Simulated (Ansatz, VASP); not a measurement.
Two plane-wave programs on Rb

```
CELL_PARAMETERS angstrom
-2.83590 2.83590 2.83590
2.83590 -2.83590 2.83590
2.83590 2.83590 -2.83590
ATOMIC_POSITIONS crystal
Rb 0.00000 0.00000 0.00000
```

Alike in both runs: task single point; functional PBE; k mesh 8 × 8 × 8; occupations methfessel-paxton of order 1, width 0.2 eV; no spin polarisation.

```csv
,VASP,Ansatz
version,VASP 6.6.1,Ansatz 0.2.0
potentials or method,"VASP PAW PBE potentials, release 64 (Rb_sv), cutoff 520 eV","plane waves (420 eV) with PAW, scalar-relativistic"
valence electrons in the cell,9,9
```

```csv
,VASP,Ansatz,Ansatz less VASP
pressure (GPa),0.0,0.0,0.00
```

The functional is the same, so the differences come from potentials, cutoffs and numerics.
